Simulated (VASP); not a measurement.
# Bi2Te3 in VASP: notebook, part 2 of 2

VASP 6.6.1. The steps go on from the part before.

## 3. Single point, PBE

INCAR reads:

```
ALGO = Normal
EDIFF = 1E-6
ENCUT = 520
GGA = PE
ISIF = 2
ISMEAR = 0
LASPH = True
LCHARG = False
LREAL = False
LWAVE = False
NBANDS = 32
NELM = 100
PREC = Accurate
SIGMA = 0.1
```

KPOINTS reads:

```
k-points
0
Gamma
  6 6 6
```

POSCAR reads:

```
Bi2Te3
1.0
    2.2378091673      1.2919997251      9.8428623236
   -2.2378091673      1.2919997251      9.8428623236
    0.0000000000     -2.5839994503      9.8428623236
Bi Te
2 3
Direct
    0.8101658250      0.8101658250      0.8101658250
    0.3998191009      0.3998191009      0.3998191009
    0.6056269192      0.6056269192      0.6056269192
    0.2029717543      0.2029717543      0.2029717543
    0.0064164005      0.0064164005      0.0064164005
```

Potentials or basis: VASP PAW PBE potentials, release 64 (Bi_d, Te).

Started as:

```bash
> cat potpaw_PBE.64/Bi_d/POTCAR potpaw_PBE.64/Te/POTCAR > POTCAR
> mpirun -np 1 vasp_std > vasp.out
```

OUTCAR:

```text
EDIFF = 1E-6
   ENCUT = 520
   GGA = PE
   ISIF = 2
   ISMEAR = 0
   LASPH = True
   LREAL = False
   NELM = 100
   PREC = Accurate

 ion  position               nearest neighbor table
   1  0.810  0.810  0.810-   4 3.12   4 3.12   4 3.12   2 3.44   2 3.44   2 3.44
   2  0.400  0.400  0.400-   5 3.13   5 3.13   5 3.13   1 3.44   1 3.44   1 3.44
   3  0.606  0.606  0.606-   5 3.26   5 3.26   5 3.26   4 3.30   4 3.30   4 3.30
   4  0.203  0.203  0.203-   1 3.12   1 3.12   1 3.12   3 3.30   3 3.30   3 3.30
   5  0.006  0.006  0.006-   2 3.13   2 3.13   2 3.13   3 3.26   3 3.26   3 3.26

  LATTYP: Found a trigonal (rhomboedric) cell.
 ALAT       =    10.1763938544
 COS(alpha) =     0.9032862376

  Lattice vectors:

 A1 = (   2.2378091673,   1.2919997251,   9.8428623236)
 A2 = (  -2.2378091673,   1.2919997251,   9.8428623236)
 A3 = (   0.0000000000,  -2.5839994503,   9.8428623236)

Analysis of symmetry for initial positions (statically):
=====================================================================
 Subroutine PRICEL returns:
 Original cell was already a primitive cell.

 Routine SETGRP: Setting up the symmetry group for a
 trigonal (rhombohedral) supercell.

 Subroutine GETGRP returns: Found  6 space group operations
 (whereof  6 operations were pure point group operations)
 out of a pool of 12 trial point group operations.

The static configuration has the point symmetry C_3v.

Analysis of symmetry for dynamics (positions and initial velocities):
=====================================================================
 Subroutine PRICEL returns:
 Original cell was already a primitive cell.

 Routine SETGRP: Setting up the symmetry group for a
 trigonal (rhombohedral) supercell.

 Subroutine GETGRP returns: Found  6 space group operations
 (whereof  6 operations were pure point group operations)
 out of a pool of 12 trial point group operations.

The dynamic configuration has the point symmetry C_3v.
[... 119 lines left out ...]
   EFERMI =   0.00;   METHOD = LEGACY
   ISMEAR =     0;   SIGMA  =   0.10  broadening in eV -4-tet -1-fermi 0-gaus
   EFERMI_NEDOS =   21; number of points for ismear=-14 and -15
   IALGO  =     38    algorithm
   IMIX   =      4    mixing-type and parameters
     AMIX     =   0.40;   BMIX     =  1.00
     AMIX_MAG =   1.60;   BMIX_MAG =  1.00
  volume/ion in A,a.u.               =      34.15       230.45
  Fermi-wavevector in a.u.,A,eV,Ry     =   1.072431  2.026600 15.648161  1.150107
  Thomas-Fermi vector in A             =   2.208200
   LORBIT       =      0    0 simple, 1 ext, 2 COOP (PROOUT), +10 PAW based schemes
   GGA     = PE    functional components
   LHFCALC =     F    Hartree Fock is set to
   AEXX    =    0.0000 exact exchange contribution
   IVDW    =     0    specifies the selected vdW correction
   LEPSILON=     F    determine dielectric tensor
   LRPA    =     F    only Hartree local field effects (RPA)
 non-spin polarized calculation
 Gauss-broadening in eV      SIGMA  =   0.10
  energy-cutoff  :      520.00
  volume of cell :      170.75
 maximum number of plane-waves:      4621
 NGX is ok and might be reduce to    80

 number of electron      47.9999997 magnetization

 Free energy of the ion-electron system (eV)
  ---------------------------------------------------
  ext. energy  EPLUGINS =         0.00000000
  ---------------------------------------------------
  free energy    TOTEN  =       -17.14961192 eV

  energy without entropy =      -17.13863519  energy(sigma->0) =      -17.14412355

 E-fermi :   6.2452     XC(G=0):  -9.3367

 val. band max:        6.2252947647   @ k =   0.0000   0.0000   0.0000
 cond. band min:       6.2913872869   @ k =   0.5000   0.1667   0.1667
 fundamental gap:      0.0660925222
 Fermi energy:         6.2451588102

 k-point     1 :       0.0000    0.0000    0.0000
  band No.  band energies     occupation
      1     -16.7383      2.00000
      2     -16.7383      2.00000
      3     -16.6983      2.00000
      4     -16.6983      2.00000
      5     -16.6941      2.00000
      6     -16.6287      2.00000
[... 829 lines left out ...]
     31      10.6018      0.00000
     32      11.4270      0.00000

 [... further k-points ...]
[... 5 lines left out ...]
  --------------------------------------------------------------------------------------
  -------------------------------------------------------------------------------------
  Total        0.0408788      0.0408788      0.1663262      0.0000000     -0.0000000      0.0000000
  in kB        0.3835748      0.3835748      1.5606776      0.0000000     -0.0000000      0.0000000
  external PRESSURE =       0.7759424 kB  Pullay stress =       0.0000000 kB

 VOLUME and BASIS-vectors are now :
 -----------------------------------------------------------------------------
  energy-cutoff  :      520.00
  volume of cell :      170.75
      direct lattice vectors                 reciprocal lattice vectors
     2.237809167  1.291999725  9.842862324     0.223432814  0.128998995  0.033865488
    -2.237809167  1.291999725  9.842862324    -0.223432814  0.128998995  0.033865488
     0.000000000 -2.583999450  9.842862324     0.000000000 -0.257997991  0.033865488

 POSITION                                       TOTAL-FORCE (eV/Angst)
 -----------------------------------------------------------------------------------
      0.00000     -0.00000     23.92305         0.000000      0.000000     -0.024533
      0.00000     -0.00000     11.80609         0.000000      0.000000     -0.016765
      0.00000     -0.00000     17.88331         0.000000      0.000000     -0.025520
      0.00000     -0.00000      5.99347         0.000000     -0.000000      0.032606
      0.00000     -0.00000      0.18947         0.000000     -0.000000      0.034211
 -----------------------------------------------------------------------------------
    total drift:                               -0.000000     -0.000000     -0.000225

  FREE ENERGIE OF THE ION-ELECTRON SYSTEM (eV)
  ---------------------------------------------------
  free  energy   TOTEN  =       -17.1496119171 eV

  energy  without entropy=      -17.1386351853  energy(sigma->0) =      -17.14412355
```

OSZICAR:

```text
N       E                     dE             d eps       ncg     rms          rms(c)
DAV:   1     0.433898379206E+03    0.43390E+03   -0.21634E+04  2048   0.145E+03
DAV:   2     0.275814444418E+02   -0.40632E+03   -0.39051E+03  2168   0.379E+02
DAV:   3    -0.152818495307E+02   -0.42863E+02   -0.41087E+02  2576   0.135E+02
DAV:   4    -0.171137664295E+02   -0.18319E+01   -0.18180E+01  2336   0.302E+01
DAV:   5    -0.171956133807E+02   -0.81847E-01   -0.81833E-01  2952   0.631E+00    0.119E+01
DAV:   6    -0.171488800565E+02    0.46733E-01   -0.83516E-02  2592   0.314E+00    0.729E+00
DAV:   7    -0.171767984408E+02   -0.27918E-01   -0.66732E-02  2312   0.213E+00    0.197E+00
DAV:   8    -0.171483709524E+02    0.28427E-01   -0.20451E-02  2240   0.141E+00    0.353E-01
DAV:   9    -0.171496329757E+02   -0.12620E-02   -0.13614E-02  2520   0.492E-01    0.456E-01
DAV:  10    -0.171497881166E+02   -0.15514E-03   -0.53743E-04  2584   0.155E-01    0.637E-01
DAV:  11    -0.171495954838E+02    0.19263E-03   -0.86884E-04  2360   0.250E-01    0.201E-01
DAV:  12    -0.171496127549E+02   -0.17271E-04   -0.14160E-04  2664   0.586E-02    0.787E-02
DAV:  13    -0.171496119171E+02    0.83787E-06   -0.51768E-06  2104   0.192E-02
   1 F= -.17149612E+02 E0= -.17144124E+02  d E =-.109767E-01
```

stdout:

```text
POSCAR found type information on POSCAR BiTe
 POSCAR found :  2 types and       5 ions
 scaLAPACK will be used
 LDA part: xc-table for (Slater+PW92), standard interpolation
 POSCAR, INCAR and KPOINTS ok, starting setup
 FFT: planning ... GRIDC
 FFT: planning ... GRID_SOFT
 FFT: planning ... GRID
 WAVECAR not read
 entering main loop
```

It took 12 min on 1 thread of Intel Xeon Platinum 8259CL at 2.50GHz (Skylake/Cascade Lake), shared host; peak memory 0.96 GiB.

Results:

```
Free energy            : -17.1496 eV
Pressure               : 0.1 GPa
Largest force          : 0.034 eV/Å
Band gap on the k mesh : zero (bands 24 and 25 overlap by 0.03 eV)
```

Forces in eV/Å, atoms in the order of the input:
```
Bi   0.000  0.000 -0.025
Bi   0.000  0.000 -0.017
Te   0.000  0.000 -0.026
Te   0.000  0.000  0.033
Te   0.000  0.000  0.034
```

Stress tensor (GPa, compression positive):
```
0.04 0.00 0.00
0.00 0.04 0.00
0.00 0.00 0.16
```

Caveat: spin-orbit coupling is left out, which moves the levels of the heavy elements.

## 4. Single point, PBE

This run uses another cell than the first one, of the same volume but with other edges.

INCAR reads:

```
ALGO = Normal ; EDIFF = 1E-6
ENCUT = 520 ; GGA = PE
ISIF = 2 ; ISMEAR = 0
ISYM = 0 ; LASPH = T
LCHARG = T ; LELF = T
LREAL = F ; LVHAR = T
LWAVE = F ; NBANDS = 32
NELM = 80 ; PREC = Accurate
SIGMA = 0.1
```

KPOINTS reads:

```
k-points
0
Gamma
  8 4 9
```

POSCAR reads:

```
Bi2Te3
1.0
    4.4715302943      0.0000000000      0.0000000000
    0.0000000000     10.1692629868      0.0000000000
    2.2357651472     -0.9830890989      3.7455938385
Bi Te
2 3
Direct
    0.1907421478      0.4277735567      0.6185157045
    0.5992713359      0.2021859924      0.8014573283
    0.3949699116      0.8150902653      0.2100601769
    0.7963227237      0.6110318290      0.4073545527
   -0.0063061189      0.0189183566      0.0126122377
```

Started as:

```bash
> cat potpaw_PBE.64/Bi_d/POTCAR potpaw_PBE.64/Te/POTCAR > POTCAR
> mpirun -np 1 vasp_std > vasp.out
```

It took 7.8 min on 1 thread of Intel Xeon Platinum 8488C (Sapphire Rapids), shared host; peak memory 0.78 GiB.

The run converged. Its results:

```
Free energy            : -17.1559 eV
Pressure               : -0.1 GPa
Largest force          : 0.034 eV/Å
Band gap on the k mesh : zero (bands 24 and 25 overlap by 0.12 eV)
```

Forces in eV/Å, atoms in the order of the input:
```
Bi  -0.007  0.027 -0.019
Bi   0.007 -0.026  0.020
Te   0.000 -0.002  0.000
Te   0.004  0.005  0.018
Te  -0.004 -0.004 -0.018
```

Stress tensor (GPa, compression positive):
```
 0.05  0.07 -0.02
 0.07 -0.08 -0.02
-0.02 -0.02 -0.16
```

Levels at points of the mesh, in eV from the Fermi level:
```
           k point  band 21  band 22  band 23  band 24  band 25  band 26  band 27  band 28
(0.00, 0.00, 0.00)    -1.97    -0.55    -0.55    -0.48    -0.04     0.12     0.12     2.11
(0.50, 0.00, 0.00)    -3.09    -2.36    -0.38    -0.12    -0.05     0.23     2.47     3.14
(0.00, 0.50, 0.00)    -1.38    -1.23    -0.89    -0.88     0.74     0.83     0.83     1.52
(0.50, 0.50, 0.00)    -2.22    -1.79    -1.43    -0.22     0.15     1.65     1.67     2.16
```

Caveat: spin-orbit coupling is left out, which moves the levels of the heavy elements.

## 5. The runs side by side

| cell | k mesh | gap on the mesh (eV) | pressure (GPa) | largest force (eV/Å) |
| --- | --- | --- | --- | --- |
| a = 10.189 Å, angles 25.3°, 5 atoms, atomic positions A | 9 × 9 × 9 | none | 0.0 | 0.01 |
| a = 10.176 Å, angles 25.4°, 5 atoms, atomic positions B | 6 × 6 × 6 | none | 0.1 | 0.03 |
| a = 4.472, b = 10.169 Å, angles 102.7, 60.0, 90.0°, 5 atoms, atomic positions C | 8 × 4 × 9 | none | -0.1 | 0.03 |

Alike in all rows: task single point; level PBE; potentials or basis VASP PAW PBE potentials, release 64 (Bi_d, Te); no spin polarisation; cutoff (eV) 520; smearing gaussian 0.1 eV.

Caveats: spin-orbit coupling is left out, which moves the levels of the heavy elements.

Absolute energies hang on the potentials; compare differences alone.

## 6. Comparison with measurements

Step 2. Measured gap of Bi2Te3: 0.17 eV (quoted in “Vacancy and Antisite-Induced Ferromagnetism in Liquid-Phase Exfoliated Bi2Te3”, 2024, arxiv:2412.10539). This calculation gives 0.00 eV (-0.17 eV). Spin-orbit coupling on Bi, Te is left out. The value is that of PBE on a finite k mesh, which can miss the band edges, without temperature or zero-point motion. Semilocal functionals fall short of measured gaps as a rule.
